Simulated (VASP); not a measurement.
## H2: relaxation of the atoms with LDA

The system is H2, in a box.

```
H
1.0
     9.00000    0.00000    0.00000
     0.00000    9.50000    0.00000
     0.00000    0.00000   10.00000
H
2
Direct
  0.50000 0.50000 0.46250
  0.50000 0.50000 0.53750
```

```yaml
Program: VASP 6.6.1
Task: relaxation of the atoms
Functional: LDA
Potentials_or_basis: VASP PAW LDA potentials, release 64 (H)
Cutoff: 520 eV
k_mesh: 1 × 1 × 1
Occupations: fermi-dirac, width 0.05 eV
Spin: no spin polarisation
Dipole_correction: no
Further_INCAR_settings: ALGO = Normal; EDIFF = 1e-07; IBRION = 2; EDIFFG = -0.01; NSW = 60
```

```yaml
Energy_gained_by_relaxing: 2.1 meV/atom
Ionic_steps: 3
Gap_between_the_frontier_levels: 9.97 eV
```

Step by step:
| step | energy change (eV) | largest force (eV/Å) | pressure (GPa) |
| --- | --- | --- | --- |
| 1 | 0.0000 | 0.5327 | 0.02 |
| 2 | 0.0149 | 1.0289 | -0.06 |
| 3 | -0.0041 | 0.0011 | -0.01 |

Final structure:
```yaml
crystal:
  lattice:
    - [9.00000, 0.00000, 0.00000]
    - [0.00000, 9.50000, 0.00000]
    - [0.00000, 0.00000, 10.00000]
  atoms:
    - { symbol: H, position: [0.50000, 0.50000, 0.46171] }
    - { symbol: H, position: [0.50000, 0.50000, 0.53829] }
```

Levels at points of the mesh, in eV from the valence-band top:
| k point | band 1 | band 2 | band 3 | band 4 | band 5 |
| --- | --- | --- | --- | --- | --- |
| (0.00, 0.00, 0.00) | 0.00 | 9.97 | 10.46 | 11.18 | 11.31 |

It took 72 s on 1 thread of Intel Xeon 8259CL, with other jobs on the host, peak memory 0.5 GiB.
